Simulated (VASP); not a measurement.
# NaI (F-43m) in VASP: further runs, part 2 of 2

VASP 6.6.1. Earlier steps stand in the parts before.

### Step 5. Single point, PBE (volume changed by +6%)

The input, INCAR:

```
PREC = Accurate
ENCUT = 520
EDIFF = 1E-6
ISMEAR = 0
SIGMA = 0.01
LREAL = False
LASPH = True
NELM = 60
ALGO = Normal
ISIF = 2
LWAVE = False
LCHARG = False
GGA = PE
NBANDS = 14
```

The input, KPOINTS:

```
regular mesh
0
Gamma
  6 6 6
```

The input, POSCAR:

```
NaI
1.0
    0.0000000000      3.6512060629      3.6512060629
    3.6512060629      0.0000000000      3.6512060629
    3.6512060629      3.6512060629      0.0000000000
Na I
1 1
Direct
    0.0000000000      0.0000000000      0.0000000000
    0.2500000000      0.2500000000      0.2500000000
```

Potentials or basis: VASP PAW PBE potentials, release 64 (Na_pv, I).

The run is started by

```sh
> cat potpaw_PBE.64/Na_pv/POTCAR potpaw_PBE.64/I/POTCAR > POTCAR
> mpirun -np 1 vasp_std > vasp.out
```

OUTCAR:

```text
PREC = Accurate
   ENCUT = 520
   EDIFF = 1E-6
   ISMEAR = 0
   LREAL = False
   LASPH = True
   NELM = 60
   ISIF = 2
   GGA = PE

 ion  position               nearest neighbor table
   1  0.000  0.000  0.000-   2 3.16   2 3.16   2 3.16   2 3.16
   2  0.250  0.250  0.250-   1 3.16   1 3.16   1 3.16   1 3.16

  LATTYP: Found a face centered cubic cell.
 ALAT       =     7.3024121258

  Lattice vectors:

 A1 = (   0.0000000000,   3.6512060629,   3.6512060629)
 A2 = (   3.6512060629,   0.0000000000,   3.6512060629)
 A3 = (   3.6512060629,   3.6512060629,   0.0000000000)

Analysis of symmetry for initial positions (statically):
=====================================================================
 Subroutine PRICEL returns:
 Original cell was already a primitive cell.

 Routine SETGRP: Setting up the symmetry group for a
 face centered cubic supercell.

 Subroutine GETGRP returns: Found 24 space group operations
 (whereof 24 operations were pure point group operations)
 out of a pool of 48 trial point group operations.

The static configuration has the point symmetry T_d .

Analysis of symmetry for dynamics (positions and initial velocities):
[... 165 lines left out ...]
      6      -1.5118      2.00000
      7      -1.5118      2.00000
      8       2.1628      0.00000
      9       6.2321      0.00000
     10       6.2321      0.00000
     11       6.2321      0.00000
     12       7.9808      0.00000
     13       7.9808      0.00000
     14       9.0652      0.00000
[... 241 lines left out ...]
      1     -23.7823      2.00000
      2     -23.7814      2.00000
      3     -23.7813      2.00000
      4     -11.7110      2.00000
      5      -2.3567      2.00000
      6      -2.0199      2.00000
      7      -1.8821      2.00000
      8       4.2313      0.00000
      9       5.0545      0.00000
     10       6.3388      0.00000
     11       6.6480      0.00000
     12       8.6808      0.00000
     13       9.5403      0.00000
     14       9.8134      0.00000

------------------------ aborting loop because EDIFF is reached ----------------------------------------

  FORCE on cell =-STRESS in cart. coord.  units (eV):
  Direction    XX          YY          ZZ          XY          YZ          ZX
  --------------------------------------------------------------------------------------
  -------------------------------------------------------------------------------------
  Total       -0.3222018     -0.3222018     -0.3222018     -0.0000000     -0.0000000     -0.0000000
  in kB       -5.3027304     -5.3027304     -5.3027304     -0.0000000     -0.0000000     -0.0000000
  external PRESSURE =      -5.3027304 kB  Pullay stress =       0.0000000 kB

 VOLUME and BASIS-vectors are now :
 -----------------------------------------------------------------------------
  energy-cutoff  :      520.00
  volume of cell :       97.35
      direct lattice vectors                 reciprocal lattice vectors
     0.000000000  3.651206063  3.651206063    -0.136941052  0.136941052  0.136941052
     3.651206063  0.000000000  3.651206063     0.136941052 -0.136941052  0.136941052
     3.651206063  3.651206063  0.000000000     0.136941052  0.136941052 -0.136941052

 POSITION                                       TOTAL-FORCE (eV/Angst)
 -----------------------------------------------------------------------------------
      0.00000      0.00000      0.00000        -0.000000     -0.000000     -0.000000
      1.82560      1.82560      1.82560         0.000000      0.000000      0.000000
 -----------------------------------------------------------------------------------
    total drift:                                0.000001      0.000001      0.000001

  FREE ENERGIE OF THE ION-ELECTRON SYSTEM (eV)
  ---------------------------------------------------
  free  energy   TOTEN  =        -5.2847193692 eV

  energy  without entropy=       -5.2847193692  energy(sigma->0) =       -5.28471937
```

stdout:

```text
POSCAR found type information on POSCAR NaI
 POSCAR found :  2 types and       2 ions
 scaLAPACK will be used
 LDA part: xc-table for (Slater+PW92), standard interpolation
 POSCAR, INCAR and KPOINTS ok, starting setup
 FFT: planning ... GRIDC
 FFT: planning ... GRID_SOFT
 FFT: planning ... GRID
 WAVECAR not read
 entering main loop
```

Run time: 20 s. Hardware: 1 thread of AMD EPYC 7R13 (Zen 3), shared host; peak memory 0.21 GiB.

What came out:

| Item | Value |
| --- | --- |
| Free energy | -5.2847 eV |
| Pressure | -0.5 GPa |
| Band gap on the k mesh | 3.67 eV, direct |

Levels at points of the mesh, in eV from the valence-band top:
| k point | band 3 | band 4 | band 5 | band 6 | band 7 | band 8 | band 9 | band 10 | band 11 | band 12 |
| --- | --- | --- | --- | --- | --- | --- | --- | --- | --- | --- |
| (0.00, 0.00, 0.00) | -22.27 | -10.33 | 0.00 | 0.00 | 0.00 | 3.67 | 7.74 | 7.74 | 7.74 | 9.49 |
| (0.50, 0.00, 0.00) | -22.27 | -10.23 | -1.05 | -0.11 | -0.11 | 5.25 | 7.39 | 7.56 | 7.56 | 10.18 |
| (0.50, 0.50, 0.00) | -22.27 | -10.20 | -0.97 | -0.34 | -0.34 | 5.22 | 6.09 | 8.51 | 9.99 | 9.99 |

Caveat: spin-orbit coupling is left out, which moves the levels of the heavy elements.

### Step 6. Single point, r2SCAN (volume changed by -6%)

The input, POSCAR:

```
NaI
1.0
    0.0000000000      3.4708613496      3.4708613496
    3.4708613496      0.0000000000      3.4708613496
    3.4708613496      3.4708613496      0.0000000000
Na I
1 1
Direct
    0.0000000000      0.0000000000      0.0000000000
    0.2500000000      0.2500000000      0.2500000000
```

The input, INCAR.step1:

```
SYSTEM = NaI
ALGO     = Normal         ! electronic algorithm
EDIFF    = 1E-4           ! SCF threshold, eV
ENCUT    = 520            ! plane-wave cutoff, eV
GGA      = PE             ! functional
ISMEAR   = 0              ! smearing method
LASPH    = .True.         ! aspherical terms in the spheres
LCHARG   = .False.        ! write CHGCAR
LREAL    = .False.        ! projectors in reciprocal space
LWAVE    = .True.         ! write WAVECAR
NBANDS   = 14             ! bands
NELM     = 100            ! most SCF steps
PREC     = Accurate       ! precision mode
SIGMA    = 0.01           ! smearing width, eV
```

The input, INCAR.step2:

```
SYSTEM = NaI
ALGO     = Normal         ! electronic algorithm
EDIFF    = 1E-6           ! SCF threshold, eV
ENCUT    = 520            ! plane-wave cutoff, eV
ISIF     = 2              ! what is computed and relaxed
ISMEAR   = 0              ! smearing method
ISTART   = 1            
LASPH    = .True.         ! aspherical terms in the spheres
LCHARG   = .False.        ! write CHGCAR
LMIXTAU  = .True.       
LREAL    = .False.        ! projectors in reciprocal space
LWAVE    = .False.        ! write WAVECAR
METAGGA  = R2SCAN         ! meta-GGA
NBANDS   = 14             ! bands
NELM     = 100            ! most SCF steps
PREC     = Accurate       ! precision mode
SIGMA    = 0.01           ! smearing width, eV
```

The input, KPOINTS:

```
k-points
0
Gamma
  6 6 6
  0 0 0
```

Potentials or basis: VASP PAW PBE potentials, release 64 (Na_pv, I).

The run is started by

```sh
> cat potpaw_PBE.64/Na_pv/POTCAR potpaw_PBE.64/I/POTCAR > POTCAR
> cp INCAR.step1 INCAR
> mpirun -np 1 vasp_std > vasp.out
> cp INCAR.step2 INCAR
> mpirun -np 1 vasp_std > vasp.out
```

OUTCAR:

```text
SYSTEM = NaI
   EDIFF = 1E-6
   ENCUT = 520
   ISIF = 2
   ISMEAR = 0
   ISTART = 1
   LASPH = .True.
   LREAL = .False.
   METAGGA = R2SCAN
   NELM = 100
   PREC = Accurate

 ion  position               nearest neighbor table
   1  0.000  0.000  0.000-   2 3.01   2 3.01   2 3.01   2 3.01
   2  0.250  0.250  0.250-   1 3.01   1 3.01   1 3.01   1 3.01

  LATTYP: Found a face centered cubic cell.
 ALAT       =     6.9417226992

  Lattice vectors:

 A1 = (   0.0000000000,   3.4708613496,   3.4708613496)
 A2 = (   3.4708613496,   0.0000000000,   3.4708613496)
 A3 = (   3.4708613496,   3.4708613496,   0.0000000000)

Analysis of symmetry for initial positions (statically):
=====================================================================
 Subroutine PRICEL returns:
 Original cell was already a primitive cell.

 Routine SETGRP: Setting up the symmetry group for a
 face centered cubic supercell.

 Subroutine GETGRP returns: Found 24 space group operations
 (whereof 24 operations were pure point group operations)
 out of a pool of 48 trial point group operations.

The static configuration has the point symmetry T_d .

Analysis of symmetry for dynamics (positions and initial velocities):
=====================================================================
 Subroutine PRICEL returns:
 Original cell was already a primitive cell.

 Routine SETGRP: Setting up the symmetry group for a
 face centered cubic supercell.

 Subroutine GETGRP returns: Found 24 space group operations
 (whereof 24 operations were pure point group operations)
 out of a pool of 48 trial point group operations.

The dynamic configuration has the point symmetry T_d .

 Subroutine INISYM returns: Found 24 space group operations
 (whereof 24 operations are pure point group operations),
 and found     1 'primitive' translations

----------------------------------------------------------------------------------------

                                     Primitive cell

[... 110 lines left out ...]
   LEPSILON=     F    determine dielectric tensor
   LRPA    =     F    only Hartree local field effects (RPA)
 non-spin polarized calculation
 Gauss-broadening in eV      SIGMA  =   0.01
  energy-cutoff  :      520.00
  volume of cell :       83.63
 maximum number of plane-waves:      2285
 NGX is ok and might be reduce to    40
   NGX = 19   NGY = 19   NGZ = 19

 number of electron      14.0000005 magnetization

 Free energy of the ion-electron system (eV)
  ---------------------------------------------------
  ext. energy  EPLUGINS =         0.00000000
  ---------------------------------------------------
  free energy    TOTEN  =       -30.90684665 eV

  energy without entropy =      -30.90684665  energy(sigma->0) =      -30.90684665

 E-fermi :  -1.0972     XC(G=0):  -7.0446

 val. band max:       -1.1571132222   @ k =   0.0000   0.0000   0.0000
 cond. band min:       3.3768093550   @ k =   0.0000   0.0000   0.0000
 fundamental gap:      4.5339225772
 Fermi energy:        -1.0972199290

 k-point     1 :       0.0000    0.0000    0.0000
  band No.  band energies     occupation
      1     -23.9331      2.00000
      2     -23.9328      2.00000
      3     -23.9328      2.00000
      4     -11.9823      2.00000
      5      -1.1571      2.00000
      6      -1.1571      2.00000
      7      -1.1571      2.00000
      8       3.3768      0.00000
      9       7.5104      0.00000
     10       7.5104      0.00000
     11       7.5108      0.00000
     12       9.2273      0.00000
     13       9.2273      0.00000
     14      10.9662      0.00000
[... 241 lines left out ...]
      1     -23.9366      2.00000
      2     -23.9343      2.00000
      3     -23.9339      2.00000
      4     -11.7594      2.00000
      5      -2.2252      2.00000
      6      -1.8240      2.00000
      7      -1.6467      2.00000
      8       4.9844      0.00000
      9       6.4087      0.00000
     10       7.9888      0.00000
     11       8.1206      0.00000
     12      10.6630      0.00000
     13      11.3522      0.00000
     14      11.6023      0.00000

------------------------ aborting loop because EDIFF is reached ----------------------------------------

  FORCE on cell =-STRESS in cart. coord.  units (eV):
  Direction    XX          YY          ZZ          XY          YZ          ZX
  --------------------------------------------------------------------------------------
  -------------------------------------------------------------------------------------
  Total        0.4239504      0.4239504      0.4239504      0.0000000      0.0000000      0.0000000
  in kB        8.1223893      8.1223893      8.1223893      0.0000000      0.0000000      0.0000000
  external PRESSURE =       8.1223893 kB  Pullay stress =       0.0000000 kB

 VOLUME and BASIS-vectors are now :
 -----------------------------------------------------------------------------
  energy-cutoff  :      520.00
  volume of cell :       83.63
      direct lattice vectors                 reciprocal lattice vectors
     0.000000000  3.470861350  3.470861350    -0.144056460  0.144056460  0.144056460
     3.470861350  0.000000000  3.470861350     0.144056460 -0.144056460  0.144056460
     3.470861350  3.470861350  0.000000000     0.144056460  0.144056460 -0.144056460

 POSITION                                       TOTAL-FORCE (eV/Angst)
 -----------------------------------------------------------------------------------
      0.00000      0.00000      0.00000        -0.000000      0.000000      0.000000
      1.73543      1.73543      1.73543         0.000000     -0.000000     -0.000000
 -----------------------------------------------------------------------------------
    total drift:                                0.000003      0.000003      0.000003

  FREE ENERGIE OF THE ION-ELECTRON SYSTEM (eV)
  ---------------------------------------------------
  free  energy   TOTEN  =       -30.9068466470 eV

  energy  without entropy=      -30.9068466470  energy(sigma->0) =      -30.90684665
```

Run time: 87 s. Hardware: 1 thread of AMD EPYC 7R13 (Zen 3), shared host; peak memory 0.22 GiB.

What came out:

- Free energy: -30.9068 eV
- Pressure: 0.8 GPa
- Band gap on the k mesh: 4.53 eV, direct

Caveat: the PAW data sets were made with another functional, which shifts forces and pressure a little; spin-orbit coupling is left out, which moves the levels of the heavy elements.

### Step 7. Summary

```tsv
level	cell	gap on the mesh (eV)	pressure (GPa)
PBE	a = 5.013 Å, angles 60.0°, 2 atoms	3.82	0.4
PBE	a = 5.064 Å, angles 60.0°, 2 atoms	3.77	0.0
PBE	a = 5.114 Å, angles 60.0°, 2 atoms	3.72	-0.3
PBE	a = 5.164 Å, angles 60.0°, 2 atoms	3.67	-0.5
r2SCAN	a = 4.909 Å, angles 60.0°, 2 atoms	4.53	0.8
```

Alike in all rows: task single point; potentials or basis VASP PAW PBE potentials, release 64 (Na_pv, I); no spin polarisation; k mesh 6 × 6 × 6; cutoff (eV) 520; smearing gaussian 0.01 eV.

Caveats: spin-orbit coupling is left out, which moves the levels of the heavy elements; the PAW data sets were made with another functional, which shifts forces and pressure a little (some runs).

Total energies depend on the potentials used, so only differences within one code and one set of settings carry meaning.
